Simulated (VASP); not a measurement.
Crystal: KTaO3.

```
Ta K O
1.0
     3.96153    0.00000    0.00000
     0.00000    3.96153    0.00000
     0.00000    0.00000    3.96153
Ta K O
1 1 3
Direct
  0.00000 0.00000 0.00000
  0.50000 0.50000 0.50000
  0.00000 0.00000 0.50000
  0.00000 0.50000 0.00000
  0.50000 0.00000 0.00000
```

Base run:

* Program: VASP 6.6.1
* Functional: r2SCAN
* Potentials or basis: VASP PAW PBE potentials, release 64 (Ta_pv, K_sv, O)
* Cutoff: 520 eV
* k mesh: 7 × 7 × 7
* Occupations: fermi-dirac, width 0.05 eV
* Spin: no spin polarisation

Its results: band gap on the k mesh 2.71 eV, indirect (least direct gap 3.29 eV); pressure 5.8 GPa.

Q: After a change of settings the same cell gave: band gap on the k mesh 2.28 eV, indirect (least direct gap 2.83 eV); pressure 10.6 GPa. Which change was it?
A. functional from r2SCAN to PBE
B. potentials or basis from VASP PAW PBE potentials, release 64 (Ta_pv, K_sv, O) to VASP PAW PBE potentials, release 64 (Ta_sv_GW, K_sv, O); cutoff from 520 eV to 660 eV; further incar settings from ALGO = Normal; EDIFF = 1e-06; NBANDS = 27 to ALGO = Normal; EDIFF = 1e-06; NBANDS = 28; valence electrons from 38 to 40
C. functional from r2SCAN to PBEsol

A: A.

r2SCAN gives the wider gap, since meta-GGAs in the generalised Kohn-Sham scheme recover part of the derivative discontinuity.

Caveats: spin-orbit coupling is left out, which moves the levels of the heavy elements; the PAW data sets were made with another functional, which shifts forces and pressure a little (some runs).
